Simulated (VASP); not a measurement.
# CdTe (F-43m) in VASP: a series of runs

Aim: see how the results for CdTe move with the level of theory and the settings. Levels: revPBE, pbesol exchange, pbe correlation. Tasks: single point.

Everything below comes from runs of VASP 6.6.1. Logs are shortened: lines on timing, memory, paths and dates and some standing lists are left out, and cuts for length are marked.

### Step 1. The cell of the first run

It takes space group F-43m (No. 216, cubic). The conventional cell has a = 6.410 Å, b = 6.410 Å, c = 6.410 Å, α = 90.00°, β = 90.00°, γ = 90.00°. Within 3.7 Å of Te (site symmetry -43m) lie 4 Cd at 2.78 Å. Cd (site symmetry -43m) has 4 Te at 2.78 Å within 3.7 Å.

### Step 2. Single point, revPBE, non-collinear spin, zero start, spin-orbit coupling

INCAR reads:

```
SYSTEM = CdTe
PREC = Accurate ; ENCUT = 500
EDIFF = 1E-6 ; ISMEAR = 0
SIGMA = 0.01 ; LREAL = .False.
LASPH = .True. ; NELM = 200
ALGO = Normal ; ISIF = 2
LWAVE = .False. ; LCHARG = .True.
MAGMOM = 0 0 0 0 0 0 ; LORBIT = 11
LSORBIT = .True. ; GGA_COMPAT = .False.
LORBMOM = .True. ; GGA = RE
LVHAR = .True. ; NBANDS = 30
```

KPOINTS reads:

```
regular mesh
0
Gamma
  5 5 5
  0 0 0
```

POSCAR reads:

```
CdTe
1.0
    0.0000000000      3.2050000000      3.2050000000
    3.2050000000      0.0000000000      3.2050000000
    3.2050000000      3.2050000000      0.0000000000
Te Cd
1 1
Direct
    0.2500000000      0.2500000000      0.2500000000
    0.0000000000      0.0000000000      0.0000000000
```

Potentials or basis: VASP PAW PBE potentials, release 64 (Te, Cd).

The run is started by

```sh
> cat potpaw_PBE.64/Te/POTCAR potpaw_PBE.64/Cd/POTCAR > POTCAR
> mpirun -np 1 vasp_ncl > vasp.out
```

OUTCAR:

```text
SYSTEM = CdTe
   PREC = Accurate
   ENCUT = 500
   EDIFF = 1E-6
   ISMEAR = 0
   LREAL = .False.
   LASPH = .True.
   NELM = 200
   ISIF = 2
   LORBIT = 11
   LSORBIT = .True.
   GGA = RE

 ion  position               nearest neighbor table
   1  0.250  0.250  0.250-   2 2.78   2 2.78   2 2.78   2 2.78
   2  0.000  0.000  0.000-   1 2.78   1 2.78   1 2.78   1 2.78

  LATTYP: Found a face centered cubic cell.
 ALAT       =     6.4100000000

  Lattice vectors:

 A1 = (   0.0000000000,   3.2050000000,   3.2050000000)
 A2 = (   3.2050000000,   0.0000000000,   3.2050000000)
 A3 = (   3.2050000000,   3.2050000000,   0.0000000000)

Analysis of symmetry for initial positions (statically):
=====================================================================
 Subroutine PRICEL returns:
 Original cell was already a primitive cell.

 Routine SETGRP: Setting up the symmetry group for a
 face centered cubic supercell.

 Subroutine GETGRP returns: Found 24 space group operations
 (whereof 24 operations were pure point group operations)
 out of a pool of 48 trial point group operations.

The static configuration has the point symmetry T_d .

Analysis of symmetry for dynamics (positions and initial velocities):
=====================================================================
 Subroutine PRICEL returns:
 Original cell was already a primitive cell.

 Routine SETGRP: Setting up the symmetry group for a
 face centered cubic supercell.

 Subroutine GETGRP returns: Found 24 space group operations
 (whereof 24 operations were pure point group operations)
 out of a pool of 48 trial point group operations.

The dynamic configuration has the point symmetry T_d .

Analysis of structural, dynamic, and magnetic symmetry:
=====================================================================
 Subroutine PRICEL returns:
 Original cell was already a primitive cell.

 Routine SETGRP: Setting up the symmetry group for a
 face centered cubic supercell.

 Subroutine GETGRP returns: Found 24 space group operations
 (whereof 24 operations were pure point group operations)
 out of a pool of 48 trial point group operations.

The overall configuration has the point symmetry T_d .

 Subroutine INISYM returns: Found 24 space group operations
 (whereof 24 operations are pure point group operations),
 and found     1 'primitive' translations

----------------------------------------------------------------------------------------

                                     Primitive cell

  volume of cell :      65.8437

  direct lattice vectors                    reciprocal lattice vectors
     0.000000000  3.205000000  3.205000000    -0.156006240  0.156006240  0.156006240
     3.205000000  0.000000000  3.205000000     0.156006240 -0.156006240  0.156006240
     3.205000000  3.205000000  0.000000000     0.156006240  0.156006240 -0.156006240

  length of vectors
     4.532554467  4.532554467  4.532554467     0.270210734  0.270210734  0.270210734

  position of ions in fractional coordinates (direct lattice)
     0.250000000  0.250000000  0.250000000
     0.000000000  0.000000000  0.000000000

  ion indices of the primitive-cell ions
   primitive index   ion index
                 1           1
                 2           2

----------------------------------------------------------------------------------------

 KPOINTS: regular mesh

Automatic generation of k-mesh.
 Grid dimensions read from file:
 generate k-points for:    5    5    5

 Generating k-lattice:

  Cartesian coordinates                     Fractional coordinates (reciprocal lattice)
    -0.031201248  0.031201248  0.031201248     0.200000000  0.000000000  0.000000000
     0.031201248 -0.031201248  0.031201248     0.000000000  0.200000000  0.000000000
     0.031201248  0.031201248 -0.031201248     0.000000000  0.000000000  0.200000000

[... 84 lines left out ...]

 number of electron      17.9999995 magnetization      -0.0000000      0.0000000      0.0000000

 number of electron      17.9999995 magnetization       0.0000000     -0.0000000     -0.0000000

 Free energy of the ion-electron system (eV)
  ---------------------------------------------------
  ext. energy  EPLUGINS =         0.00000000
  ---------------------------------------------------
  free energy    TOTEN  =        -4.22521669 eV

  energy without entropy =       -4.22521669  energy(sigma->0) =       -4.22521669

 E-fermi :   3.1182     XC(G=0):  -8.5709

 val. band max:        3.0174417753   @ k =   0.0000   0.0000   0.0000
 cond. band min:       3.7282221576   @ k =   0.0000   0.0000   0.0000
 fundamental gap:      0.7107803823
 Fermi energy:         3.1181824619

 k-point     1 :       0.0000    0.0000    0.0000
  band No.  band energies     occupation
      1      -8.5826      1.00000
      2      -8.5826      1.00000
      3      -5.9793      1.00000
      4      -5.9793      1.00000
      5      -5.9793      1.00000
      6      -5.9793      1.00000
[... 451 lines left out ...]
     29      12.9721      0.00000
     30      13.0099      0.00000

------------------------ aborting loop because EDIFF is reached ----------------------------------------

  FORCE on cell =-STRESS in cart. coord.  units (eV):
  Direction    XX          YY          ZZ          XY          YZ          ZX
  --------------------------------------------------------------------------------------
  -------------------------------------------------------------------------------------
  Total        2.3644261      2.3644261      2.3644261     -0.0000000      0.0000000      0.0000000
  in kB       57.5336893     57.5336893     57.5336893     -0.0000000      0.0000000      0.0000000
  external PRESSURE =      57.5336893 kB  Pullay stress =       0.0000000 kB

 VOLUME and BASIS-vectors are now :
 -----------------------------------------------------------------------------
  energy-cutoff  :      500.00
  volume of cell :       65.84
      direct lattice vectors                 reciprocal lattice vectors
     0.000000000  3.205000000  3.205000000    -0.156006240  0.156006240  0.156006240
     3.205000000  0.000000000  3.205000000     0.156006240 -0.156006240  0.156006240
     3.205000000  3.205000000  0.000000000     0.156006240  0.156006240 -0.156006240

 POSITION                                       TOTAL-FORCE (eV/Angst)
 -----------------------------------------------------------------------------------
      1.60250      1.60250      1.60250         0.000000      0.000000      0.000000
      0.00000      0.00000      0.00000        -0.000000     -0.000000     -0.000000
 -----------------------------------------------------------------------------------
    total drift:                                0.000000      0.000000      0.000000

  FREE ENERGIE OF THE ION-ELECTRON SYSTEM (eV)
  ---------------------------------------------------
  free  energy   TOTEN  =        -4.2252166865 eV

  energy  without entropy=       -4.2252166865  energy(sigma->0) =       -4.22521669

 orbital moment (x)

 # of ion     p       d       tot
 ----------------------------------------
  1        -0.000   0.000  -0.000
  2         0.000  -0.000   0.000
 ----------------------------------------
           -0.000   0.000  -0.000

 orbital moment (y)

 # of ion     p       d       tot
 ----------------------------------------
  1        -0.000   0.000  -0.000
  2        -0.000   0.000   0.000
 ----------------------------------------
           -0.000   0.000   0.000

 orbital moment (z)

 # of ion     p       d       tot
 ----------------------------------------
  1         0.000   0.000   0.000
  2         0.000  -0.000  -0.000
 ----------------------------------------
            0.000  -0.000  -0.000

 Spin-Orbit-Coupling matrix elements

 Ion:    1  E_soc:     -0.1896341
 l=   1
     0.0000000    -0.0315257    -0.0315257
    -0.0315257     0.0000000    -0.0315257
    -0.0315257    -0.0315257     0.0000000
 l=   2
     0.0000000    -0.0000322     0.0000000    -0.0000322    -0.0000478
    -0.0000322     0.0000000    -0.0000359    -0.0000322    -0.0000120
     0.0000000    -0.0000359     0.0000000    -0.0000359     0.0000000
    -0.0000322    -0.0000322    -0.0000359     0.0000000    -0.0000120
    -0.0000478    -0.0000120     0.0000000    -0.0000120     0.0000000
 l=   3
     0.0000000     0.0000000     0.0000000     0.0000000     0.0000000     0.0000000     0.0000000
     0.0000000     0.0000000     0.0000000     0.0000000     0.0000000     0.0000000     0.0000000
     0.0000000     0.0000000     0.0000000     0.0000000     0.0000000     0.0000000     0.0000000
     0.0000000     0.0000000     0.0000000     0.0000000     0.0000000     0.0000000     0.0000000
     0.0000000     0.0000000     0.0000000     0.0000000     0.0000000     0.0000000     0.0000000
     0.0000000     0.0000000     0.0000000     0.0000000     0.0000000     0.0000000     0.0000000
     0.0000000     0.0000000     0.0000000     0.0000000     0.0000000     0.0000000     0.0000000

 Ion:    2  E_soc:     -0.0613850
 l=   1
     0.0000000    -0.0032543    -0.0032543
    -0.0032543     0.0000000    -0.0032543
    -0.0032543    -0.0032543     0.0000000
 l=   2
     0.0000000    -0.0014101     0.0000000    -0.0014101    -0.0055664
    -0.0014101     0.0000000    -0.0041748    -0.0014101    -0.0013916
     0.0000000    -0.0041748     0.0000000    -0.0041748     0.0000000
    -0.0014101    -0.0014101    -0.0041748     0.0000000    -0.0013916
    -0.0055664    -0.0013916     0.0000000    -0.0013916     0.0000000
 l=   3
     0.0000000     0.0000000     0.0000000     0.0000000     0.0000000     0.0000000     0.0000000
     0.0000000     0.0000000     0.0000000     0.0000000     0.0000000     0.0000000     0.0000000
     0.0000000     0.0000000     0.0000000     0.0000000     0.0000000     0.0000000     0.0000000
     0.0000000     0.0000000     0.0000000     0.0000000     0.0000000     0.0000000     0.0000000
     0.0000000     0.0000000     0.0000000     0.0000000     0.0000000     0.0000000     0.0000000
     0.0000000     0.0000000     0.0000000     0.0000000     0.0000000     0.0000000     0.0000000
     0.0000000     0.0000000     0.0000000     0.0000000     0.0000000     0.0000000     0.0000000

 total charge

# of ion       s       p       d       tot
------------------------------------------
    1        1.344   2.095   0.023   3.463
    2        0.472   0.337   9.535  10.343
--------------------------------------------------
tot          1.816   2.432   9.558  13.806

 magnetization (x)

# of ion       s       p       d       tot
------------------------------------------
    1        0.000   0.000  -0.000  -0.000
    2       -0.000   0.000   0.000  -0.000
--------------------------------------------------
tot         -0.000   0.000  -0.000  -0.000

 magnetization (y)

# of ion       s       p       d       tot
------------------------------------------
    1        0.000  -0.000  -0.000  -0.000
    2       -0.000   0.000   0.000   0.000
--------------------------------------------------
tot         -0.000   0.000  -0.000   0.000

 magnetization (z)

# of ion       s       p       d       tot
------------------------------------------
    1        0.000  -0.000  -0.000  -0.000
    2       -0.000   0.000   0.000  -0.000
--------------------------------------------------
tot         -0.000   0.000   0.000  -0.000
```

Run time: 81 s. Hardware: 1 thread of Intel Xeon Platinum 8375C at 2.90GHz (Ice Lake), shared host; peak memory 0.41 GiB.

Results:

```yaml
Free_energy: -4.2252 eV
Pressure: 5.8 GPa
Net_moment: 0.00 μB per cell
Valence_electrons_inside_the_program's_atomic_spheres: Te 3.46; Cd 10.34
```

Moments on the atoms (μB; x, y, z):
```
Te  0.00 0.00 0.00
Cd  0.00 0.00 0.00
```

Caveat: the cell stands under pressure; the PAW data sets were made with another functional, which shifts forces and pressure a little.

### Step 3. Single point, pbesol exchange, pbe correlation (30.95 Å³/atom)

This run uses another cell than the first one, of 30.95 Å³/atom.

INCAR reads:

```
SYSTEM = CdTe
  ALGO = Normal
  EDIFF = 1E-6
  ENCUT = 500
  GGA = LIBXC
  GGA_COMPAT = .FALSE.
  ISIF = 2
  ISMEAR = -5
  LASPH = .TRUE.
  LCHARG = .FALSE.
  LIBXC1 = GGA_X_PBE_SOL
  LIBXC2 = GGA_C_PBE
  LREAL = .FALSE.
  LWAVE = .FALSE.
  NBANDS = 16
  NELM = 120
  PREC = Accurate
  SIGMA = 0.05
```

KPOINTS reads:

```
k-points
0
G
  7 7 7
  0 0 0
```

POSCAR reads:

```
CdTe
1.0
    0.0000000000      3.1395734784      3.1395734784
    3.1395734784      0.0000000000      3.1395734784
    3.1395734784      3.1395734784      0.0000000000
Te Cd
1 1
Direct
    0.7500000000      0.7500000000      0.7500000000
    0.0000000000      0.0000000000      0.0000000000
```

Potentials or basis: VASP PAW PBE potentials, release 64 (Te, Cd).

The run is started by

```sh
> cat potpaw_PBE.64/Te/POTCAR potpaw_PBE.64/Cd/POTCAR > POTCAR
> mpirun -np 1 vasp_std > vasp.out
```

It took 17 s on 1 thread of AMD EPYC 7R43 (Zen 3), shared host; peak memory 0.14 GiB.

The run converged. Its results:

- Free energy: -5.4642 eV
- Pressure: 4.9 GPa
- Band gap on the k mesh: 0.98 eV

Levels at points of the mesh, in eV from the valence-band top:
```
           k point  band 5  band 6  band 7  band 8  band 9  band 10  band 11  band 12  band 13  band 14
(0.00, 0.00, 0.00)   -8.27   -8.27    0.00    0.00    0.00     0.98     4.45     4.45     4.45     7.39
```

Caveat: the cell stands under pressure; the PAW data sets were made with another functional, which shifts forces and pressure a little; spin-orbit coupling is left out, which moves the levels of the heavy elements.

### Step 4. Single point, pbesol exchange, pbe correlation (31.60 Å³/atom)

This run uses another cell than the first one, of 31.60 Å³/atom.

INCAR reads:

```
SYSTEM = CdTe
ALGO = Normal
EDIFF = 1E-6
ENCUT = 500
GGA = LIBXC
GGA_COMPAT = .False.
ISIF = 2
ISMEAR = -5
LASPH = .True.
LCHARG = .False.
LIBXC1 = GGA_X_PBE_SOL
LIBXC2 = GGA_C_PBE
LREAL = .False.
LWAVE = .False.
NBANDS = 16
NELM = 120
PREC = Accurate
SIGMA = 0.05
```

KPOINTS reads:

```
k-points
0
Gamma
  7 7 7
  0 0 0
```

POSCAR reads:

```
CdTe
1.0
    0.0000000000      3.1616838793      3.1616838793
    3.1616838793      0.0000000000      3.1616838793
    3.1616838793      3.1616838793      0.0000000000
Te Cd
1 1
Direct
    0.7500000000      0.7500000000      0.7500000000
    0.0000000000      0.0000000000      0.0000000000
```

Potentials or basis: VASP PAW PBE potentials, release 64 (Te, Cd).

The run is started by

```sh
> cat potpaw_PBE.64/Te/POTCAR potpaw_PBE.64/Cd/POTCAR > POTCAR
> mpirun -np 1 vasp_std > vasp.out
```

OUTCAR:

```text
SYSTEM = CdTe
   EDIFF = 1E-6
   ENCUT = 500
   GGA = LIBXC
   ISIF = 2
   ISMEAR = -5
   LASPH = .True.
   LREAL = .False.
   NELM = 120
   PREC = Accurate

 ion  position               nearest neighbor table
   1  0.750  0.750  0.750-   2 2.74   2 2.74   2 2.74   2 2.74
   2  0.000  0.000  0.000-   1 2.74   1 2.74   1 2.74   1 2.74

  LATTYP: Found a face centered cubic cell.
 ALAT       =     6.3233677586

  Lattice vectors:

 A1 = (   0.0000000000,   3.1616838793,   3.1616838793)
 A2 = (   3.1616838793,   0.0000000000,   3.1616838793)
 A3 = (   3.1616838793,   3.1616838793,   0.0000000000)

[... 560 lines left out ...]

  FORCE on cell =-STRESS in cart. coord.  units (eV):
  Direction    XX          YY          ZZ          XY          YZ          ZX
  --------------------------------------------------------------------------------------
  -------------------------------------------------------------------------------------
  Total        1.4337184      1.4337184      1.4337184      0.0000000      0.0000000     -0.0000000
  in kB       36.3403509     36.3403509     36.3403509      0.0000000      0.0000000     -0.0000000
  external PRESSURE =      36.3403509 kB  Pullay stress =       0.0000000 kB

 VOLUME and BASIS-vectors are now :
 -----------------------------------------------------------------------------
  energy-cutoff  :      500.00
  volume of cell :       63.21
      direct lattice vectors                 reciprocal lattice vectors
     0.000000000  3.161683879  3.161683879    -0.158143578  0.158143578  0.158143578
     3.161683879  0.000000000  3.161683879     0.158143578 -0.158143578  0.158143578
     3.161683879  3.161683879  0.000000000     0.158143578  0.158143578 -0.158143578

 POSITION                                       TOTAL-FORCE (eV/Angst)
 -----------------------------------------------------------------------------------
      4.74253      4.74253      4.74253        -0.000000     -0.000000     -0.000000
      0.00000      0.00000      0.00000         0.000000      0.000000      0.000000
 -----------------------------------------------------------------------------------
    total drift:                               -0.000000     -0.000000     -0.000000

  FREE ENERGIE OF THE ION-ELECTRON SYSTEM (eV)
  ---------------------------------------------------
  free  energy   TOTEN  =        -5.4993471844 eV

  energy  without entropy=       -5.4993471844  energy(sigma->0) =       -5.49934718
```

OSZICAR:

```text
N       E                     dE             d eps       ncg     rms          rms(c)
DAV:   1     0.103701978934E+03    0.10370E+03   -0.81581E+03   640   0.955E+02
DAV:   2    -0.220652648717E+01   -0.10591E+03   -0.10119E+03   784   0.238E+02
DAV:   3    -0.571557473128E+01   -0.35090E+01   -0.35055E+01   768   0.461E+01
DAV:   4    -0.574645516089E+01   -0.30880E-01   -0.30880E-01   976   0.376E+00
DAV:   5    -0.574660671857E+01   -0.15156E-03   -0.15156E-03   792   0.207E-01    0.648E+00
DAV:   6    -0.551800459751E+01    0.22860E+00   -0.43057E-01   776   0.895E+00    0.523E+00
DAV:   7    -0.549997936604E+01    0.18025E-01   -0.10676E-01   728   0.226E+00    0.203E+00
DAV:   8    -0.549919730196E+01    0.78206E-03   -0.11665E-02   696   0.126E+00    0.518E-01
DAV:   9    -0.549926106184E+01   -0.63760E-04   -0.78821E-04   808   0.319E-01    0.148E-01
DAV:  10    -0.549931389143E+01   -0.52830E-04   -0.12210E-04   768   0.966E-02    0.610E-02
DAV:  11    -0.549935040297E+01   -0.36512E-04   -0.83087E-05   736   0.623E-02    0.485E-02
DAV:  12    -0.549934756819E+01    0.28348E-05   -0.54344E-06   728   0.204E-02    0.246E-02
DAV:  13    -0.549934718444E+01    0.38375E-06   -0.11387E-06   648   0.543E-03
   1 F= -.54993472E+01 E0= -.54993472E+01  d E =0.000000E+00
```

Run time: 25 s. Hardware: 1 thread of AMD EPYC 7R43 (Zen 3), shared host; peak memory 0.17 GiB.

What came out:

```
Free energy            : -5.4993 eV
Pressure               : 3.6 GPa
Band gap on the k mesh : 0.92 eV
```

Levels at points of the mesh, in eV from the valence-band top:
| k point | band 6 | band 7 | band 8 | band 9 | band 10 | band 11 | band 12 | band 13 |
| --- | --- | --- | --- | --- | --- | --- | --- | --- |
| (0.00, 0.00, 0.00) | -8.19 | 0.00 | 0.00 | 0.00 | 0.92 | 4.47 | 4.47 | 4.47 |

Caveat: the cell stands under pressure; the PAW data sets were made with another functional, which shifts forces and pressure a little; spin-orbit coupling is left out, which moves the levels of the heavy elements.

### Step 5. The runs side by side

| level | spin | cell | k mesh | smearing | gap on the mesh (eV) | pressure (GPa) |
| --- | --- | --- | --- | --- | --- | --- |
| revPBE | non-collinear, zero start, SOC | a = 4.533 Å, angles 60.0°, 2 atoms | 5 × 5 × 5 | gaussian 0.01 eV | - | 5.8 |
| pbesol exchange, pbe correlation | off | a = 4.440 Å, angles 60.0°, 2 atoms | 7 × 7 × 7 | tetrahedron | 0.98 | 4.9 |
| pbesol exchange, pbe correlation | off | a = 4.471 Å, angles 60.0°, 2 atoms | 7 × 7 × 7 | tetrahedron | 0.92 | 3.6 |

Alike in all rows: task single point; potentials or basis VASP PAW PBE potentials, release 64 (Te, Cd); cutoff (eV) 500.

Caveats: the cell stands under pressure; the PAW data sets were made with another functional, which shifts forces and pressure a little; spin-orbit coupling is left out, which moves the levels of the heavy elements (at least some runs).

Absolute energies hang on the potentials; compare differences alone.
